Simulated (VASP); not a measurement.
Set up this calculation in VASP 6.6.1, as the native input.

* Task: single point
* Functional: r2SCAN
* Potentials or basis: VASP PAW PBE potentials, release 64 (Si, C)
* Cutoff: 520 eV
* k mesh: 12 × 12 × 6
* Occupations: gaussian, width 0.02 eV
* Spin: no spin polarisation
* Dipole correction: no
* Further INCAR settings: ALGO = Normal; EDIFF = 1e-06; NBANDS = 16

Crystal: SiC.

```
Si C
1.0
     2.83544    0.00000    0.00000
    -1.41772    2.45556    0.00000
     0.00000    0.00000    4.63605
Si C
2 2
Direct
  0.33333 0.66667 0.49934
  0.66667 0.33333 0.99934
  0.33333 0.66667 0.87566
  0.66667 0.33333 0.37566
```

One way to write it, as run:

POSCAR

```
SiC
1.0
    2.8354408082      0.0000000000      0.0000000000
   -1.4177204041      2.4555637708      0.0000000000
    0.0000000000      0.0000000000      4.6360505932
Si C
2 2
Direct
    0.3333333333      0.6666666667      0.4993385179
    0.6666666667      0.3333333333      0.9993385179
    0.3333333333      0.6666666667      0.8756614821
    0.6666666667      0.3333333333      0.3756614821
```

INCAR.step1

```
PREC     = Accurate       # precision mode
ENCUT    = 520            # plane-wave cutoff, eV
ISMEAR   = 0              # smearing method
SIGMA    = 0.02           # smearing width, eV
LREAL    = False          # projectors in reciprocal space
LASPH    = True           # aspherical terms in the spheres
NELM     = 100            # most SCF steps
NBANDS   = 16             # bands
GGA      = PE             # functional
ALGO     = Normal         # electronic algorithm
EDIFF    = 1E-4           # SCF threshold, eV
LWAVE    = True           # write WAVECAR
LCHARG   = False          # write CHGCAR
```

INCAR.step2

```
PREC     = Accurate       # precision mode
ENCUT    = 520            # plane-wave cutoff, eV
EDIFF    = 1E-6           # SCF threshold, eV
ISMEAR   = 0              # smearing method
SIGMA    = 0.02           # smearing width, eV
LREAL    = False          # projectors in reciprocal space
LASPH    = True           # aspherical terms in the spheres
NELM     = 100            # most SCF steps
ALGO     = Normal         # electronic algorithm
ISIF     = 2              # what is computed and relaxed
LWAVE    = False          # write WAVECAR
LCHARG   = False          # write CHGCAR
METAGGA  = R2SCAN         # meta-GGA
LMIXTAU  = True         
NBANDS   = 16             # bands
ISTART   = 1
```

KPOINTS

```
regular mesh
0
Gamma
  12 12 6
```

Potentials or basis: VASP PAW PBE potentials, release 64 (Si, C).

The run is started by

```sh
$ cat potpaw_PBE.64/Si/POTCAR potpaw_PBE.64/C/POTCAR > POTCAR
$ cp INCAR.step1 INCAR
$ mpirun -np 1 vasp_std > vasp.out
$ cp INCAR.step2 INCAR
$ mpirun -np 1 vasp_std > vasp.out
```

It gave:

```json
{
  "Pressure": "89.5 GPa",
  "Largest force": "0.003 eV/Å",
  "Band gap on the k mesh": "2.30 eV, indirect (least direct gap 5.06 eV)"
}
```

Caveat: the PAW data sets were made with another functional, which shifts forces and pressure a little.

It took 96 s on 1 thread of AMD EPYC 9R45 96-Core Processor (Zen 5) (shared host), peak memory 0.14 GiB.
